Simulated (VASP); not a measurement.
# Ti (Pm-3m) in VASP: notebook

Ti is run at these levels: PBEsol; tasks: single point.

All numbers are computed with VASP 6.6.1; they aren't measurements. Logs are shortened: lines on timing, memory, paths and dates and some standing lists are left out, and cuts for length are marked.

**1. The cell of the first run**

It takes space group Pm-3m (No. 221, cubic). The conventional cell has a = 2.600 Å, b = 2.600 Å, c = 2.600 Å, α = 90.00°, β = 90.00°, γ = 90.00°. Within 3.4 Å of Ti (site symmetry m-3m) lie 6 Ti at 2.60 Å.

**2. Single point, PBEsol**

INCAR reads:

```
SYSTEM = Ti
ALGO     = Normal         ! electronic algorithm
EDIFF    = 1E-7           ! SCF threshold, eV
ENCUT    = 520            ! plane-wave cutoff, eV
GGA      = PS             ! functional
ISIF     = 2              ! what is computed and relaxed
ISMEAR   = -1             ! smearing method
LASPH    = .True.         ! aspherical terms in the spheres
LCHARG   = .True.         ! write CHGCAR
LELF     = .True.         ! ELF
LREAL    = .False.        ! projectors in reciprocal space
LVHAR    = .True.       
LWAVE    = .False.        ! write WAVECAR
NBANDS   = 12             ! bands
NELM     = 80             ! most SCF steps
PREC     = Accurate       ! precision mode
SIGMA    = 0.1            ! smearing width, eV
```

KPOINTS reads:

```
k-points
0
Gamma
  14 14 14
  0 0 0
```

POSCAR reads:

```
Ti
1.0
    2.5997164306      0.0000000000      0.0000000000
    0.0000000000      2.5997164306      0.0000000000
    0.0000000000      0.0000000000      2.5997164306
Ti
1
Direct
    0.0000000000      0.0000000000      0.0000000000
```

Potentials or basis: VASP PAW PBE potentials, release 64 (Ti_sv).

Started as:

```bash
$ cat potpaw_PBE.64/Ti_sv/POTCAR > POTCAR
$ mpirun -np 1 vasp_std > vasp.out
```

OUTCAR:

```text
SYSTEM = Ti
   EDIFF = 1E-7
   ENCUT = 520
   GGA = PS
   ISIF = 2
   ISMEAR = -1
   LASPH = .True.
   LREAL = .False.
   NELM = 80
   PREC = Accurate

 ion  position               nearest neighbor table
   1  0.000  0.000  0.000-

  LATTYP: Found a simple cubic cell.
 ALAT       =     2.5997164306

  Lattice vectors:

 A1 = (   2.5997164306,   0.0000000000,   0.0000000000)
 A2 = (   0.0000000000,   2.5997164306,   0.0000000000)
 A3 = (   0.0000000000,   0.0000000000,   2.5997164306)

Analysis of symmetry for initial positions (statically):
=====================================================================
 Subroutine PRICEL returns:
 Original cell was already a primitive cell.

 Routine SETGRP: Setting up the symmetry group for a
 simple cubic supercell.

 Subroutine GETGRP returns: Found 48 space group operations
 (whereof 48 operations were pure point group operations)
 out of a pool of 48 trial point group operations.

The static configuration has the point symmetry O_h .

Analysis of symmetry for dynamics (positions and initial velocities):
=====================================================================
 Subroutine PRICEL returns:
 Original cell was already a primitive cell.

 Routine SETGRP: Setting up the symmetry group for a
 simple cubic supercell.

 Subroutine GETGRP returns: Found 48 space group operations
 (whereof 48 operations were pure point group operations)
 out of a pool of 48 trial point group operations.

The dynamic configuration has the point symmetry O_h .

 Subroutine INISYM returns: Found 48 space group operations
 (whereof 48 operations are pure point group operations),
 and found     1 'primitive' translations

----------------------------------------------------------------------------------------

                                     Primitive cell

  volume of cell :      17.5702

  direct lattice vectors                    reciprocal lattice vectors
     2.599716431  0.000000000  0.000000000     0.384657337  0.000000000  0.000000000
     0.000000000  2.599716431  0.000000000     0.000000000  0.384657337  0.000000000
     0.000000000  0.000000000  2.599716431     0.000000000  0.000000000  0.384657337

  length of vectors
     2.599716431  2.599716431  2.599716431     0.384657337  0.384657337  0.384657337

  position of ions in fractional coordinates (direct lattice)
     0.000000000  0.000000000  0.000000000
[... 81 lines left out ...]
   NFREE  =      0    steps in history (QN), initial steepest desc. (CG)
   ISIF   =      2    stress and relaxation
   ISYM   =      2    0-nonsym 1-usesym 2-fastsym
   POTIM  = 0.5000    time-step for ionic-motion
   TEBEG  =    0.0;   TEEND  =   0.0 temperature during run
   PSTRESS=    0.0 pullay stress
   NELECT =      12.0000    total number of electrons
   NUPDOWN=      -1.0000    fix difference up-down
   EMIN   =  10.00;   EMAX   =-10.00  energy-range for DOS
   EFERMI =   0.00;   METHOD = LEGACY
   ISMEAR =    -1;   SIGMA  =   0.10  broadening in eV -4-tet -1-fermi 0-gaus
   EFERMI_NEDOS =   21; number of points for ismear=-14 and -15
   IALGO  =     38    algorithm
   IMIX   =      4    mixing-type and parameters
     AMIX     =   0.40;   BMIX     =  1.00
     AMIX_MAG =   1.60;   BMIX_MAG =  1.00
  volume/ion in A,a.u.               =      17.57       118.57
  Fermi-wavevector in a.u.,A,eV,Ry     =   1.441703  2.724424 28.279829  2.078509
  Thomas-Fermi vector in A             =   2.560306
   LORBIT       =      0    0 simple, 1 ext, 2 COOP (PROOUT), +10 PAW based schemes
   GGA     = PS    functional components
   LHFCALC =     F    Hartree Fock is set to
   AEXX    =    0.0000 exact exchange contribution
   IVDW    =     0    specifies the selected vdW correction
   LEPSILON=     F    determine dielectric tensor
   LRPA    =     F    only Hartree local field effects (RPA)
 non-spin polarized calculation
  energy-cutoff  :      520.00
  volume of cell :       17.57
 maximum number of plane-waves:       484
 NGX is ok and might be reduce to    20
   NGX =  9   NGY =  9   NGZ =  9

 number of electron      11.9999997 magnetization

 Free energy of the ion-electron system (eV)
  ---------------------------------------------------
  ext. energy  EPLUGINS =         0.00000000
  ---------------------------------------------------
  free energy    TOTEN  =        -7.53599906 eV

  energy without entropy =       -7.46657186  energy(sigma->0) =       -7.50128546

 E-fermi :   7.8707     XC(G=0): -11.4796

 val. band max:        7.8660101289   @ k =   0.4286   0.0000   0.0000
 cond. band min:       7.8863640974   @ k =   0.3571   0.0714   0.0714
 fundamental gap:      0.0203539685
 Fermi energy:         7.8707027444

 k-point     1 :       0.0000    0.0000    0.0000
  band No.  band energies     occupation
      1     -48.4164      2.00000
      2     -24.2276      2.00000
      3     -24.2276      2.00000
      4     -24.2276      2.00000
      5       2.0651      2.00000
      6       6.5006      2.00000
      7       6.5006      2.00000
      8      11.9899      0.00000
      9      11.9899      0.00000
     10      11.9899      0.00000
     11      24.0274      0.00000
     12      24.0274      0.00000
[... 331 lines left out ...]
 k-point    24 :       0.3571    0.2143    0.0000
  band No.  band energies     occupation
      1     -48.2398      2.00000
      2     -24.9904      2.00000
      3     -24.5329      2.00000
      4     -24.1218      2.00000
      5       5.4756      2.00000
      6       7.2828      1.99442
      7       8.5042      0.00354
      8      10.4615      0.00000
      9      10.4732      0.00000
     10      11.3876      0.00000
     11      16.8972      0.00000
     12      22.2015      0.00000

 [... further k-points ...]

------------------------ aborting loop because EDIFF is reached ----------------------------------------

  FORCE on cell =-STRESS in cart. coord.  units (eV):
  Direction    XX          YY          ZZ          XY          YZ          ZX
  --------------------------------------------------------------------------------------
  -------------------------------------------------------------------------------------
  Total       -0.0404437     -0.0404437     -0.0404437      0.0000000      0.0000000     -0.0000000
  in kB       -3.6879392     -3.6879392     -3.6879392      0.0000000      0.0000000     -0.0000000
  external PRESSURE =      -3.6879392 kB  Pullay stress =       0.0000000 kB

 VOLUME and BASIS-vectors are now :
 -----------------------------------------------------------------------------
  energy-cutoff  :      520.00
  volume of cell :       17.57
      direct lattice vectors                 reciprocal lattice vectors
     2.599716431  0.000000000  0.000000000     0.384657337  0.000000000  0.000000000
     0.000000000  2.599716431  0.000000000     0.000000000  0.384657337  0.000000000
     0.000000000  0.000000000  2.599716431     0.000000000  0.000000000  0.384657337

 POSITION                                       TOTAL-FORCE (eV/Angst)
 -----------------------------------------------------------------------------------
      0.00000      0.00000      0.00000         0.000000      0.000000      0.000000
 -----------------------------------------------------------------------------------
    total drift:                               -0.000000      0.000000     -0.000000

  FREE ENERGIE OF THE ION-ELECTRON SYSTEM (eV)
  ---------------------------------------------------
  free  energy   TOTEN  =        -7.5359990605 eV

  energy  without entropy=       -7.4665718586  energy(sigma->0) =       -7.50128546
```

Run time: 43 s. Hardware: 1 thread of AMD EPYC 7R13, shared host; peak memory 0.11 GiB.

What came out:

| Quantity | Value |
| --- | --- |
| Free energy | -7.5360 eV |
| Pressure | -0.4 GPa |
| Band gap on the k mesh | zero (band 6 reaches 8.57 eV, above the bottom of band 7 at 6.50 eV) |

Caveat: the PAW data sets were made with another functional, which shifts forces and pressure a little.

**3. Single point, PBEsol (volume scaled by 1.04)**

INCAR reads:

```
SYSTEM = Ti
PREC = Accurate ; ENCUT = 520
EDIFF = 1E-6 ; ISMEAR = -1
SIGMA = 0.1 ; LREAL = .FALSE.
LASPH = .TRUE. ; NELM = 80
ALGO = Normal ; ISIF = 2
LWAVE = .FALSE. ; LCHARG = .FALSE.
GGA = PS ; NBANDS = 12
```

KPOINTS reads:

```
regular mesh
0
G
  14 14 14
  0 0 0
```

POSCAR reads:

```
Ti
1.0
    2.6339271490      0.0000000000      0.0000000000
    0.0000000000      2.6339271490      0.0000000000
    0.0000000000      0.0000000000      2.6339271490
Ti
1
Direct
    0.0000000000      0.0000000000      0.0000000000
```

Potentials or basis: VASP PAW PBE potentials, release 64 (Ti_sv).

Started as:

```bash
$ cat potpaw_PBE.64/Ti_sv/POTCAR > POTCAR
$ mpirun -np 1 vasp_std > vasp.out
```

OUTCAR:

```text
SYSTEM = Ti
   PREC = Accurate
   ENCUT = 520
   EDIFF = 1E-6
   ISMEAR = -1
   LREAL = .FALSE.
   LASPH = .TRUE.
   NELM = 80
   ISIF = 2
   GGA = PS

 ion  position               nearest neighbor table
   1  0.000  0.000  0.000-

  LATTYP: Found a simple cubic cell.
 ALAT       =     2.6339271490

  Lattice vectors:

 A1 = (   2.6339271490,   0.0000000000,   0.0000000000)
 A2 = (   0.0000000000,   2.6339271490,   0.0000000000)
 A3 = (   0.0000000000,   0.0000000000,   2.6339271490)

[... 536 lines left out ...]
     11      16.1493      0.00000
     12      21.3791      0.00000

 [... further k-points ...]

------------------------ aborting loop because EDIFF is reached ----------------------------------------

  FORCE on cell =-STRESS in cart. coord.  units (eV):
  Direction    XX          YY          ZZ          XY          YZ          ZX
  --------------------------------------------------------------------------------------
  -------------------------------------------------------------------------------------
  Total       -0.3887306     -0.3887306     -0.3887306      0.0000000      0.0000000     -0.0000000
  in kB      -34.0838029    -34.0838029    -34.0838029      0.0000000      0.0000000     -0.0000000
  external PRESSURE =     -34.0838029 kB  Pullay stress =       0.0000000 kB

 VOLUME and BASIS-vectors are now :
 -----------------------------------------------------------------------------
  energy-cutoff  :      520.00
  volume of cell :       18.27
      direct lattice vectors                 reciprocal lattice vectors
     2.633927149  0.000000000  0.000000000     0.379661222  0.000000000  0.000000000
     0.000000000  2.633927149  0.000000000     0.000000000  0.379661222  0.000000000
     0.000000000  0.000000000  2.633927149     0.000000000  0.000000000  0.379661222

 POSITION                                       TOTAL-FORCE (eV/Angst)
 -----------------------------------------------------------------------------------
      0.00000      0.00000      0.00000         0.000000      0.000000      0.000000
 -----------------------------------------------------------------------------------
    total drift:                               -0.000000      0.000000     -0.000000

  FREE ENERGIE OF THE ION-ELECTRON SYSTEM (eV)
  ---------------------------------------------------
  free  energy   TOTEN  =        -7.5277559312 eV

  energy  without entropy=       -7.4555474589  energy(sigma->0) =       -7.49165170
```

OSZICAR:

```text
N       E                     dE             d eps       ncg     rms          rms(c)
DAV:   1     0.878053700010E+02    0.87805E+02   -0.65678E+03  2880   0.120E+03
DAV:   2    -0.361610122950E+01   -0.91421E+02   -0.88787E+02  2980   0.298E+02
DAV:   3    -0.819466763038E+01   -0.45786E+01   -0.44563E+01  3984   0.668E+01
DAV:   4    -0.829362882899E+01   -0.98961E-01   -0.98598E-01  3356   0.857E+00
DAV:   5    -0.829566153752E+01   -0.20327E-02   -0.20323E-02  3532   0.111E+00    0.795E+00
DAV:   6    -0.751480364365E+01    0.78086E+00   -0.19626E+00  3080   0.187E+01    0.215E+00
DAV:   7    -0.751648207208E+01   -0.16784E-02   -0.61515E-02  3500   0.241E+00    0.125E+00
DAV:   8    -0.752767914010E+01   -0.11197E-01   -0.35690E-02  3128   0.209E+00    0.813E-02
DAV:   9    -0.752775597447E+01   -0.76834E-04   -0.22498E-03  3552   0.485E-01    0.840E-02
DAV:  10    -0.752777703592E+01   -0.21061E-04   -0.19904E-04  3120   0.142E-01    0.253E-02
DAV:  11    -0.752775513385E+01    0.21902E-04   -0.15658E-05  3344   0.548E-02    0.113E-02
DAV:  12    -0.752775593120E+01   -0.79735E-06   -0.31156E-06  2988   0.190E-02
   1 F= -.75277559E+01 E0= -.74916517E+01  d E =-.722085E-01
```

stdout:

```text
POSCAR found type information on POSCAR Ti
 POSCAR found :  1 types and       1 ions
 scaLAPACK will be used
 -----------------------------------------------------------------------------
|                                                                             |
|                                                                             |
|     You enforced a specific xc type in the INCAR file but a different       |
|     I HOPE YOU KNOW WHAT YOU ARE DOING!                                     |
|                                                                             |
 -----------------------------------------------------------------------------

 LDA part: xc-table for (Slater+PW92), standard interpolation
 POSCAR, INCAR and KPOINTS ok, starting setup
 FFT: planning ... GRIDC
 FFT: planning ... GRID_SOFT
 FFT: planning ... GRID
 WAVECAR not read
 entering main loop
```

It took 40 s on 1 thread of AMD EPYC 7R13, shared host; peak memory 0.11 GiB.

Results:

| Item | Value |
| --- | --- |
| Free energy | -7.5278 eV |
| Pressure | -3.4 GPa |
| Band gap on the k mesh | zero (band 6 reaches 8.12 eV, above the bottom of band 7 at 6.18 eV) |

Levels at points of the mesh, in eV from the Fermi level:
```tsv
k point	band 3	band 4	band 5	band 6	band 7	band 8	band 9	band 10
(0.00, 0.00, 0.00)	-32.20	-32.20	-5.72	-1.29	-1.29	3.94	3.94	3.94
(0.50, 0.00, 0.00)	-32.12	-32.12	-1.87	-0.57	-0.20	2.06	2.06	4.11
(0.50, 0.50, 0.00)	-32.96	-32.05	-2.70	-0.11	2.48	2.48	5.10	5.21
(0.50, 0.50, 0.50)	-32.84	-32.84	-1.18	-1.18	-1.18	5.20	5.20	9.05
```

Caveat: the PAW data sets were made with another functional, which shifts forces and pressure a little.
